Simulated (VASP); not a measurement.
Set up this calculation in VASP 6.6.1, as the native input.

* Task: single point
* Functional: PBEsol
* Potentials or basis: VASP PAW PBE potentials, release 64 (Nb_sv)
* Cutoff: 520 eV
* k mesh: 20 × 20 × 20
* Occupations: gaussian, width 0.15 eV
* Spin: no spin polarisation
* Dipole correction: no
* Further INCAR settings: ALGO = Fast; EDIFF = 1e-06; NBANDS = 12

The structure of Nb lies in POSCAR:

```
Nb
1.0
    0.0000000000      2.1996000000      1.9458000000
    2.1996000000      0.0000000000      1.9458000000
    2.1996000000      2.1996000000      0.0000000000
Nb
1
Direct
    0.0000000000      0.0000000000      0.0000000000
```

This cell differs from its parent crystal: strain +0.040 along x and y, -0.080 along z.

These files were run (other wordings do the same):

INCAR

```
SYSTEM = Nb
  PREC = Accurate
  ENCUT = 520
  EDIFF = 1E-6
  ISMEAR = 0
  SIGMA = 0.15
  LREAL = .FALSE.
  LASPH = .TRUE.
  NELM = 60
  ALGO = Fast
  ISIF = 2
  LWAVE = .FALSE.
  LCHARG = .FALSE.
  GGA = PS
  NBANDS = 12
```

KPOINTS

```
Automatic mesh
0
G
  20 20 20
  0 0 0
```

Potentials or basis: VASP PAW PBE potentials, release 64 (Nb_sv).

Run with:

```bash
$ cat potpaw_PBE.64/Nb_sv/POTCAR > POTCAR
$ mpirun -np 1 vasp_std > vasp.out
```

It gave:

The pressure is -8.6 GPa. The band gap on the k mesh is zero (an odd number of electrons rules out a gap without spin polarisation).

Caveat: the cell differs from its parent crystal (strain +0.040 along x and y, -0.080 along z); the stress differs along the axes, from -21 to -2 GPa; the PAW data sets were made with another functional, which shifts forces and pressure a little.

Wall time 2.4 min on 1 thread of Intel(R) Xeon(R) Platinum 8559C (Emerald Rapids), with other jobs on the host, peak memory 0.25 GiB.
